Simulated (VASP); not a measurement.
# Al (I4/mmm) in VASP: further runs

The runs below take Al through single point, with PBEsol+D3(BJ).

Everything below comes from runs of VASP 6.6.1. Logs are shortened: lines on timing, memory, paths and dates and some standing lists are left out, and cuts for length are marked.

## (1) The cell of the first run

It takes space group I4/mmm (No. 139, tetragonal). The conventional cell has a = 2.862 Å, b = 2.862 Å, c = 4.260 Å, α = 90.00°, β = 90.00°, γ = 90.00°. Within 3.8 Å of Al (site symmetry 4/mmm) lie 12 Al at 2.86 to 2.94 Å.

## (2) Single point, PBEsol+D3(BJ) (strain +0.0525 x Voigt [0, 0, 1, 0, 0, 0])

Contents of INCAR:

```
SYSTEM = Al
PREC = Accurate
ENCUT = 520
EDIFF = 1E-6
ISMEAR = 0
SIGMA = 0.15
LREAL = .FALSE.
LASPH = .TRUE.
NELM = 100
ALGO = Normal
ISIF = 2
LWAVE = .FALSE.
LCHARG = .TRUE.
GGA = PS
IVDW = 12
LELF = .TRUE.
LVHAR = .TRUE.
NBANDS = 8
```

Contents of KPOINTS:

```
regular mesh
0
G
  20 20 20
  0 0 0
```

Contents of POSCAR:

```
Al
1.0
    0.0000000000      2.0239800000      2.1302389500
    2.0239800000      0.0000000000      2.1302389500
    2.0239800000      2.0239800000      0.0000000000
Al
1
Direct
    0.0000000000      0.0000000000      0.0000000000
```

Potentials or basis: VASP PAW PBE potentials, release 64 (Al).

Run with:

```bash
cat potpaw_PBE.64/Al/POTCAR > POTCAR
mpirun -np 1 vasp_std > vasp.out
```

OUTCAR:

```text
SYSTEM = Al
   PREC = Accurate
   ENCUT = 520
   EDIFF = 1E-6
   ISMEAR = 0
   LREAL = .FALSE.
   LASPH = .TRUE.
   NELM = 100
   ISIF = 2
   GGA = PS
   IVDW = 12
 IVDW          = 12

 ion  position               nearest neighbor table
   1  0.000  0.000  0.000-

  LATTYP: Found a body centered tetragonal cell.
 ALAT       =     2.8623399660
 C/A-ratio  =     1.4884597744

  Lattice vectors:

 A1 = (  -2.0239800000,   0.0000000000,   2.1302389500)
 A2 = (   2.0239800000,   0.0000000000,   2.1302389500)
 A3 = (   0.0000000000,   2.0239800000,  -2.1302389500)

Analysis of symmetry for initial positions (statically):
=====================================================================
 Subroutine PRICEL returns:
 Original cell was already a primitive cell.

 Routine SETGRP: Setting up the symmetry group for a
 body centered tetragonal supercell.

 Subroutine GETGRP returns: Found 16 space group operations
 (whereof 16 operations were pure point group operations)
 out of a pool of 16 trial point group operations.

The static configuration has the point symmetry D_4h.

Analysis of symmetry for dynamics (positions and initial velocities):
=====================================================================
 Subroutine PRICEL returns:
 Original cell was already a primitive cell.

 Routine SETGRP: Setting up the symmetry group for a
 body centered tetragonal supercell.

 Subroutine GETGRP returns: Found 16 space group operations
 (whereof 16 operations were pure point group operations)
 out of a pool of 16 trial point group operations.

The dynamic configuration has the point symmetry D_4h.

 Subroutine INISYM returns: Found 16 space group operations
 (whereof 16 operations are pure point group operations),
 and found     1 'primitive' translations

----------------------------------------------------------------------------------------

                                     Primitive cell

  volume of cell :      17.4530

  direct lattice vectors                    reciprocal lattice vectors
     0.000000000  2.023980000  2.130238950    -0.247038014  0.247038014  0.234715453
     2.023980000  0.000000000  2.130238950     0.247038014 -0.247038014  0.234715453
     2.023980000  2.023980000  0.000000000     0.247038014  0.247038014 -0.234715453

  length of vectors
     2.938437174  2.938437174  2.862339966     0.420888233  0.420888233  0.420888233

  position of ions in fractional coordinates (direct lattice)
     0.000000000  0.000000000  0.000000000

  ion indices of the primitive-cell ions
   primitive index   ion index
                 1           1

----------------------------------------------------------------------------------------

 KPOINTS: regular mesh

Automatic generation of k-mesh.
 Grid dimensions read from file:
 generate k-points for:   20   20   20

 Generating k-lattice:

  Cartesian coordinates                     Fractional coordinates (reciprocal lattice)
    -0.012351901  0.012351901  0.011735773     0.050000000  0.000000000  0.000000000
     0.012351901 -0.012351901  0.011735773     0.000000000  0.050000000  0.000000000
     0.012351901  0.012351901 -0.011735773     0.000000000  0.000000000  0.050000000

  Length of vectors
     0.021044412  0.021044412  0.021044412

  Shift w.r.t. Gamma in fractional coordinates (k-lattice)
     0.000000000  0.000000000  0.000000000

 Subroutine IBZKPT returns following result:
 ===========================================

 Found    641 irreducible k-points:

 Following reciprocal coordinates:
            Coordinates               Weight
  0.000000  0.000000  0.000000      1.000000
  0.050000  0.000000  0.000000      8.000000
  0.100000  0.000000  0.000000      8.000000
  0.150000  0.000000  0.000000      8.000000
  0.200000  0.000000  0.000000      8.000000
  0.250000  0.000000  0.000000      8.000000
[... 16 lines left out ...]
 -0.400000  0.050000  0.000000      8.000000
 -0.350000  0.050000  0.000000      8.000000
 [... further k-points ...]
   k-points           NKPTS =    641   k-points in BZ     NKDIM =    641   number of bands    NBANDS=      8
   number of dos      NEDOS =    301   number of ions     NIONS =      1
   total plane-waves  NPLWV =  13824
   dimension x,y,z NGX =    24 NGY =   24 NGZ =   24
   dimension x,y,z NGXF=    48 NGYF=   48 NGZF=   48
   ions per type =               1
   NGX,Y,Z   is equivalent  to a cutoff of  13.58, 13.58, 13.94 a.u.
   NGXF,Y,Z  is equivalent  to a cutoff of  27.16, 27.16, 27.88 a.u.
 SYSTEM =  Al
   PREC   = accura    normal or accurate (medium, high low for compatibility)
   ISTART =      0    job   : 0-new  1-cont  2-samecut
   ICHARG =      2    charge: 1-file 2-atom 10-const
   ISPIN  =      1    spin polarized calculation?
   LNONCOLLINEAR =      F non collinear calculations
   LSORBIT =      F    spin-orbit coupling
   LASPH  =      T    aspherical Exc in radial PAW
   ENCUT  =  520.0 eV  38.22 Ry    6.18 a.u.   5.46  5.46  5.32*2*pi/ulx,y,z
   NELM   =    100;   NELMIN=  2; NELMDL= -5     # of ELM steps
   EDIFF  = 0.1E-05   stopping-criterion for ELM
   LREAL  =      F    real-space projection
   EDIFFG = 0.1E-04   stopping-criterion for IOM
   NSW    =      0    number of steps for IOM
   IBRION =     -1    ionic relax: 0-MD 1-quasi-New 2-CG
   NFREE  =      0    steps in history (QN), initial steepest desc. (CG)
   ISIF   =      2    stress and relaxation
   ISYM   =      2    0-nonsym 1-usesym 2-fastsym
   POTIM  = 0.5000    time-step for ionic-motion
   TEBEG  =    0.0;   TEEND  =   0.0 temperature during run
   PSTRESS=    0.0 pullay stress
   NELECT =       3.0000    total number of electrons
   NUPDOWN=      -1.0000    fix difference up-down
   EMIN   =  10.00;   EMAX   =-10.00  energy-range for DOS
   EFERMI =   0.00;   METHOD = LEGACY
   ISMEAR =     0;   SIGMA  =   0.15  broadening in eV -4-tet -1-fermi 0-gaus
   EFERMI_NEDOS =   21; number of points for ismear=-14 and -15
   IALGO  =     38    algorithm
   IMIX   =      4    mixing-type and parameters
     AMIX     =   0.40;   BMIX     =  1.00
     AMIX_MAG =   1.60;   BMIX_MAG =  1.00
  volume/ion in A,a.u.               =      17.45       117.78
  Fermi-wavevector in a.u.,A,eV,Ry     =   0.910245  1.720114 11.273054  0.828546
  Thomas-Fermi vector in A             =   2.034385
   LORBIT       =      0    0 simple, 1 ext, 2 COOP (PROOUT), +10 PAW based schemes
   GGA     = PS    functional components
   LHFCALC =     F    Hartree Fock is set to
   AEXX    =    0.0000 exact exchange contribution
   IVDW    =    12    specifies the selected vdW correction
   LEPSILON=     F    determine dielectric tensor
   LRPA    =     F    only Hartree local field effects (RPA)
 non-spin polarized calculation
 Gauss-broadening in eV      SIGMA  =   0.15
  energy-cutoff  :      520.00
  volume of cell :       17.45
 maximum number of plane-waves:       491
 NGX is ok and might be reduce to    24
   NGX = 11   NGY = 11   NGZ = 11

 number of electron       3.0000000 magnetization

 Free energy of the ion-electron system (eV)
  ---------------------------------------------------
  ext. energy  EPLUGINS =         0.00000000
  ---------------------------------------------------
  free energy    TOTEN  =        -4.06843683 eV

  energy without entropy =       -4.06348521  energy(sigma->0) =       -4.06596102

 E-fermi :   7.3826     XC(G=0): -10.0540

 val. band max:        7.3809399482   @ k =  -0.3000   0.1000   0.0500
 cond. band min:       7.3855084123   @ k =   0.5000   0.4000   0.0500
 fundamental gap:      0.0045684640
 Fermi energy:         7.3826284288

 k-point     1 :       0.0000    0.0000    0.0000
  band No.  band energies     occupation
      1      -3.3703      2.00000
      2      19.3348      0.00000
      3      19.8818      0.00000
      4      19.8818      0.00000
      5      20.7174      0.00000
      6      20.7174      0.00000
      7      20.8384      0.00000
      8      23.4966      0.00000

 k-point     2 :       0.0500    0.0000    0.0000
  band No.  band energies     occupation
      1      -3.3048      2.00000
      2      18.3036      0.00000
      3      19.2439      0.00000
      4      19.5504      0.00000
      5      21.1534      0.00000
      6      21.1682      0.00000
      7      21.4175      0.00000
      8      24.1707      0.00000

 k-point     3 :       0.1000    0.0000    0.0000
  band No.  band energies     occupation
      1      -3.1083      2.00000
      2      16.4064      0.00000
      3      18.6898      0.00000
      4      19.0825      0.00000
      5      21.5618      0.00000
      6      21.9042      0.00000
      7      21.9259      0.00000
      8      23.8671      0.00000

 k-point     4 :       0.1500    0.0000    0.0000
  band No.  band energies     occupation
      1      -2.7815      2.00000
      2      14.4539      0.00000
      3      18.2037      0.00000
      4      18.6903      0.00000
      5      21.4821      0.00000
      6      22.0924      0.00000
      7      22.7595      0.00000
      8      23.7201      0.00000

 k-point     5 :       0.2000    0.0000    0.0000
  band No.  band energies     occupation
      1      -2.3252      2.00000
      2      12.5456      0.00000
      3      17.8097      0.00000
      4      18.3994      0.00000
      5      21.3504      0.00000
      6      21.4062      0.00000
      7      23.0885      0.00000
      8      24.5328      0.00000
[... 177 lines left out ...]
 k-point    22 :      -0.4500    0.0500    0.0000
  band No.  band energies     occupation
      1       2.3403      2.00000
      2       3.9072      2.00000
      3      15.8979      0.00000
      4      18.3119      0.00000
      5      18.9575      0.00000
      6      19.7602      0.00000
      7      22.3759      0.00000
      8      22.7932      0.00000

 k-point    23 :      -0.4000    0.0500    0.0000
  band No.  band energies     occupation
      1       1.2157      2.00000
      2       5.2919      2.00000
      3      15.7335      0.00000
      4      18.8279      0.00000
      5      19.4373      0.00000
      6      19.4951      0.00000
      7      22.2381      0.00000
      8      23.1044      0.00000

 k-point    24 :      -0.3500    0.0500    0.0000
  band No.  band energies     occupation
      1       0.2106      2.00000
      2       6.7877      2.00000
      3      15.6823      0.00000
      4      19.1478      0.00000
      5      19.6451      0.00000
      6      20.0186      0.00000
      7      22.0180      0.00000
      8      23.7092      0.00000

 [... further k-points ...]

------------------------ aborting loop because EDIFF is reached ----------------------------------------

 Edisp (eV)   -0.29972

 E8    (eV) :    -0.2018

  FORCE on cell =-STRESS in cart. coord.  units (eV):
  Direction    XX          YY          ZZ          XY          YZ          ZX
  --------------------------------------------------------------------------------------
  -------------------------------------------------------------------------------------
  Total      -0.78942    -0.78942    -1.00311     0.00000     0.00000     0.00000
  in kB     -72.46799   -72.46799   -92.08468     0.00000     0.00000     0.00000
  external pressure =      -79.01 kB  Pullay stress =        0.00 kB

 VOLUME and BASIS-vectors are now :
 -----------------------------------------------------------------------------
  energy-cutoff  :      520.00
  volume of cell :       17.45
      direct lattice vectors                 reciprocal lattice vectors
     0.000000000  2.023980000  2.130238950    -0.247038014  0.247038014  0.234715453
     2.023980000  0.000000000  2.130238950     0.247038014 -0.247038014  0.234715453
     2.023980000  2.023980000  0.000000000     0.247038014  0.247038014 -0.234715453

 POSITION                                       TOTAL-FORCE (eV/Angst)
 -----------------------------------------------------------------------------------
      0.00000      0.00000      0.00000         0.000000      0.000000      0.000000
 -----------------------------------------------------------------------------------
    total drift:                               -0.000000      0.000000      0.000000

  FREE ENERGIE OF THE ION-ELECTRON SYSTEM (eV)
  ---------------------------------------------------
  free  energy   TOTEN  =        -4.3681532123 eV

  energy  without entropy=       -4.3632015878  energy(sigma->0) =       -4.36567740
```

It took 27 s on 1 thread of Intel Xeon Platinum 8559C (Emerald Rapids), shared host; peak memory 0.2 GiB.

What came out:

| Quantity | Value |
| --- | --- |
| Free energy | -4.3682 eV |
| Pressure | -7.9 GPa |
| Dispersion energy per atom | -0.300 eV |

Caveat: the cell differs from its parent crystal (strain +0.0525 x Voigt [0, 0, 1, 0, 0, 0]); the PAW data sets were made with another functional, which shifts forces and pressure a little; pairwise dispersion overbinds metals, which lowers pressure and volume.

## (3) Single point, PBEsol+D3(BJ) (strain +0.0600 x Voigt [0, 0, 1, 0, 0, 0])

Contents of INCAR:

```
PREC = Accurate
ENCUT = 520
EDIFF = 1E-7
ISMEAR = 0
SIGMA = 0.15
LREAL = False
LASPH = True
NELM = 60
ALGO = Normal
ISIF = 2
LWAVE = False
LCHARG = False
GGA = PS
IVDW = 12
NBANDS = 8
```

Contents of KPOINTS:

```
Automatic mesh
0
Gamma
  20 20 20
```

Contents of POSCAR:

```
Al
1.0
    0.0000000000      2.0239800000      2.1454188000
    2.0239800000      0.0000000000      2.1454188000
    2.0239800000      2.0239800000      0.0000000000
Al
1
Direct
    0.0000000000      0.0000000000      0.0000000000
```

Potentials or basis: VASP PAW PBE potentials, release 64 (Al).

Run with:

```bash
cat potpaw_PBE.64/Al/POTCAR > POTCAR
mpirun -np 1 vasp_std > vasp.out
```

Wall time 29 s (1 thread of Intel Xeon Platinum 8559C (Emerald Rapids), shared host); peak memory 0.2 GiB.

It converged, with:

```yaml
Free_energy: -4.3608 eV
Pressure: -8.2 GPa
Dispersion_energy_per_atom: -0.298 eV
```

Stress tensor (GPa, compression positive):
```
-7.46  0.00  0.00
 0.00 -7.46  0.00
 0.00  0.00 -9.72
```

Levels at points of the mesh, in eV from the Fermi level:
```csv
k point,band 1,band 2,band 3,band 4,band 5
"(0.00, 0.00, 0.00)",-10.69,11.89,12.51,12.51,13.26
"(0.50, 0.00, 0.00)",-4.33,-4.27,9.93,10.43,11.45
"(0.50, 0.50, 0.00)",-3.26,-2.36,5.68,6.00,6.00
"(0.50, 0.00, 0.50)",-2.49,-1.20,4.79,5.07,5.21
```

Caveat: the cell differs from its parent crystal (strain +0.0600 x Voigt [0, 0, 1, 0, 0, 0]); the PAW data sets were made with another functional, which shifts forces and pressure a little; pairwise dispersion overbinds metals, which lowers pressure and volume.
